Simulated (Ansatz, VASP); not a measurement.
# AlCu in VASP and in Ansatz

```xyz
2
Lattice="2.9975 0.0000 0.0000 0.0000 2.9975 0.0000 0.0000 0.0000 2.9975" Properties=species:S:1:pos:R:3 pbc="T T T"
Al   -0.4375    0.0000    0.0000
Cu    1.4988    1.4988    1.4988
```

Change from the starting cell: all Al atoms moved +0.438 Å, as atom 1 towards its neighbour atom 1 (Al) at 2.998 Å.

Alike in both runs: task single point; functional PBEsol; k mesh 16 × 16 × 16; occupations gaussian, width 0.15 eV; no spin polarisation.

|  | VASP | Ansatz |
| --- | --- | --- |
| version | VASP 6.6.1 | Ansatz 0.2.0 |
| potentials or method | VASP PAW PBE potentials, release 64 (Al, Cu), cutoff 520 eV | scalar-relativistic, plane waves, PAW |
| valence electrons in the cell | 14 | 22 |

Ansatz gave:

| Item | Value |
| --- | --- |
| gap on the k mesh at the Fermi level (eV) | none |
| pressure (GPa) | 3.4 |
| traceless stress, the component that is largest in VASP (GPa) | -4.45 |
| rms of the force components (eV/Å) | 0.928 |

Q: What did VASP give for the same quantities?

A: gap on the k mesh at the Fermi level (eV): none; pressure (GPa): 3.8; traceless stress, the component that is largest in VASP (GPa): -4.51; rms of the force components (eV/Å): 0.934.

VASP's potentials were made for PBE, not for PBEsol. Atom by atom the forces differ by 0.006 eV/Å (rms over components). A gap of «none» marks a metal or a gap that the smearing closes. With one functional, cell and mesh, what is left measures potentials, basis and numerics. VASP's potentials hold 14 valence electrons a cell and Ansatz's 22, so a difference there can come from the potentials and not from the codes.
